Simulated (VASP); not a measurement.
Here is a VASP 6.6.1 calculation.

Contents of INCAR:

```
SYSTEM = W
ALGO = Fast
EDIFF = 1E-6
ENCUT = 520
GGA = PE
ISIF = 2
ISMEAR = -1
LASPH = .TRUE.
LCHARG = .TRUE.
LELF = .TRUE.
LREAL = .FALSE.
LVHAR = .TRUE.
LWAVE = .FALSE.
NBANDS = 13
NELM = 100
PREC = Accurate
SIGMA = 0.4
```

KPOINTS

```
k-points
0
G
  20 20 20
  0 0 0
```

File POSCAR:

```
W
1.0
   -1.5973000000      1.5973000000      1.6372325000
    1.5973000000     -1.5973000000      1.6372325000
    1.5973000000      1.5973000000     -1.6372325000
W
1
Direct
    0.0000000000      0.0000000000      0.0000000000
```

Potentials or basis: VASP PAW PBE potentials, release 64 (W_sv).

The run is started by

```console
$ cat potpaw_PBE.64/W_sv/POTCAR > POTCAR
$ mpirun -np 1 vasp_std > vasp.out
```

What does it give for the band gap on the k mesh?

Zero (bands 7 and 8 overlap by 5.71 eV).

Predict the pressure.

-8.0 GPa.

Stress tensor (GPa, compression positive):
```
 -6.06   0.00   0.00
  0.00  -6.06   0.00
  0.00   0.00 -11.78
```

Caveat: the cell differs from its parent crystal (strain +0.000 along x and y, +0.025 along z); the cell stands under tension; so wide a smearing shifts energies and pressures; spin-orbit coupling is left out, which moves the levels of the heavy elements.
